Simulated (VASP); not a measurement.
Input of a VASP 6.6.1 run:

The input INCAR:

```
PREC     = Accurate       # precision mode
ENCUT    = 520            # plane-wave cutoff, eV
EDIFF    = 1E-6           # SCF threshold, eV
ISMEAR   = 0              # smearing method
SIGMA    = 0.1            # smearing width, eV
LREAL    = F              # projectors in reciprocal space
LASPH    = T              # aspherical terms in the spheres
NELM     = 80             # most SCF steps
ALGO     = Normal         # electronic algorithm
ISIF     = 2              # what is computed and relaxed
LWAVE    = F              # write WAVECAR
LCHARG   = T              # write CHGCAR
GGA      = PE             # functional
LELF     = T              # ELF
LVHAR    = T            
NBANDS   = 16             # bands
```

File KPOINTS:

```
regular mesh
0
Gamma
  8 8 8
```

POSCAR

```
ZrB2
1.0
   -1.7292197595      1.7292197595      3.1637098709
    1.7292197595     -1.7292197595      3.1637098709
    1.7292197595      1.7292197595     -3.1637098709
Zr B
1 2
Direct
    0.0000000000      0.0000000000      0.0000000000
    0.6229712790      0.6229712790      0.0000000000
    0.3770287210      0.3770287210      0.0000000000
```

Potentials or basis: VASP PAW PBE potentials, release 64 (Zr_sv, B).

The run is started by

```console
$ cat potpaw_PBE.64/Zr_sv/POTCAR potpaw_PBE.64/B/POTCAR > POTCAR
$ mpirun -np 1 vasp_std > vasp.out
```

(1) Predict the band gap on the k mesh.

(2) Predict the largest force.

Answers

(1) zero (bands 9 and 10 overlap by 1.48 eV).

(2) 0.021 eV/Å.
